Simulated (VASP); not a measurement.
Wanted: the native input for a VASP 6.6.1 run.

* Task: single point
* Functional: PBE
* Potentials or basis: VASP PAW PBE potentials, release 64 (Bi_d, Te)
* Cutoff: 520 eV
* k mesh: 6 × 6 × 6
* Occupations: fermi-dirac, width 0.05 eV
* Spin: no spin polarisation
* Dipole correction: no
* Further INCAR settings: ALGO = Normal; EDIFF = 1e-06; NBANDS = 32

The structure of Bi2Te3 lies in POSCAR:

```
Bi2Te3
1.0
    2.2588739454      1.3041634550     10.1735448072
   -2.2588739454      1.3041634550     10.1735448072
    0.0000000000     -2.6083269100     10.1735448072
Bi Te
2 3
Direct
    0.1880000000      0.1880000000      0.1880000000
    0.5980000000      0.5980000000      0.5980000000
    0.3890000000      0.3890000000      0.3890000000
    0.8000000000      0.8000000000      0.8000000000
    0.0000000000      0.0000000000      0.0000000000
```

These files were run (other wordings do the same):

INCAR

```
SYSTEM = Bi2Te3
ALGO     = Normal         ! electronic algorithm
EDIFF    = 1E-6           ! SCF threshold, eV
ENCUT    = 520            ! plane-wave cutoff, eV
GGA      = PE             ! functional
ISIF     = 2              ! what is computed and relaxed
ISMEAR   = -1             ! smearing method
LASPH    = .TRUE.         ! aspherical terms in the spheres
LCHARG   = .FALSE.        ! write CHGCAR
LREAL    = .FALSE.        ! projectors in reciprocal space
LWAVE    = .FALSE.        ! write WAVECAR
NBANDS   = 32             ! bands
NELM     = 100            ! most SCF steps
PREC     = Accurate       ! precision mode
SIGMA    = 0.05           ! smearing width, eV
```

KPOINTS

```
k-points
0
G
  6 6 6
  0 0 0
```

Potentials or basis: VASP PAW PBE potentials, release 64 (Bi_d, Te).

Command:

```bash
$ cat potpaw_PBE.64/Bi_d/POTCAR potpaw_PBE.64/Te/POTCAR > POTCAR
$ mpirun -np 1 vasp_std > vasp.out
```

Results of the run:

| Item | Value |
| --- | --- |
| Pressure | -1.4 GPa |
| Largest force | 1.025 eV/Å |
| Band gap on the k mesh | zero (bands 24 and 25 overlap by 0.10 eV) |

Caveat: spin-orbit coupling is left out, which moves the levels of the heavy elements; forces of over 1 eV/Å act on the atoms, so gaps and moduli don't describe the material at rest.

Wall time 7.4 min on 1 thread of Intel(R) Xeon(R) 6975P-C (Granite Rapids), with other jobs on the host, peak memory 0.96 GiB.
